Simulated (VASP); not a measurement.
Runs of VASP 6.6.1 on BiTe. The structure is that of space group F-43m (No. 216), or close to it. The cells are those of the table. 

| level | cell | k mesh | smearing | gap on the mesh (eV) | pressure (GPa) |
| --- | --- | --- | --- | --- | --- |
| PBE | a = 4.912 Å, angles 60.0°, 2 atoms | 6 × 6 × 6 | gaussian 0.05 eV | none | 4.5 |
| PBE | a = 4.961 Å, angles 60.0°, 2 atoms | 6 × 6 × 6 | gaussian 0.05 eV | none | 3.2 |
| r2SCAN | a = 5.018 Å, angles 60.0°, 2 atoms | 8 × 8 × 8 | gaussian 0.05 eV | none | 1.3 |
| r2SCAN | a = 5.087 Å, angles 60.0°, 2 atoms | 8 × 8 × 8 | gaussian 0.05 eV | none | (c) |
| r2SCAN+D3(BJ) | a = 5.087 Å, angles 60.0°, 2 atoms | 8 × 8 × 8 | methfessel-paxton 0.15 eV | none | -0.6 |
| r2SCAN+D3(BJ) | a = 5.087 Å, angles 60.0°, 2 atoms | 8 × 8 × 8 | gaussian 0.05 eV | none | -0.6 |
| r2SCAN | a = 5.115 Å, angles 60.0°, 2 atoms | 8 × 8 × 8 | gaussian 0.05 eV | none | (a) |
| PBE | a = 5.115 Å, angles 60.0°, 2 atoms | 6 × 6 × 6 | gaussian 0.05 eV | none | (b) |
| r2SCAN | a = 5.109 Å, angles 60.0°, 2 atoms | 8 × 8 × 8 | gaussian 0.05 eV | none | -0.4 |
| r2SCAN | a = 5.053 Å, angles 60.0°, 2 atoms | 8 × 8 × 8 | gaussian 0.05 eV | none | 0.6 |
| r2SCAN | a = 5.121 Å, angles 60.0°, 2 atoms | 8 × 8 × 8 | gaussian 0.05 eV | none | -0.6 |

Alike in all rows: task single point; potentials or basis VASP PAW PBE potentials, release 64 (Bi_d, Te); no spin polarisation; cutoff (eV) 520.

Problem. Fill in the values left out.

Solution. (a) -0.5; (b) -0.1; (c) 0.0.

Caveats: spin-orbit coupling is left out, which moves the levels of the heavy elements; an odd number of electrons without spin polarisation forces a metal; a magnetic or distorted state may lie lower; the PAW data sets were made with another functional, which shifts forces and pressure a little (at least some runs); the cell stands under pressure (at least some runs); three body term missing (at least some runs).

A k mesh can miss the band edges, and the runs leave out spin-orbit coupling on Bi, Te.

A gap of «none» marks levels without a gap at the run's occupations.
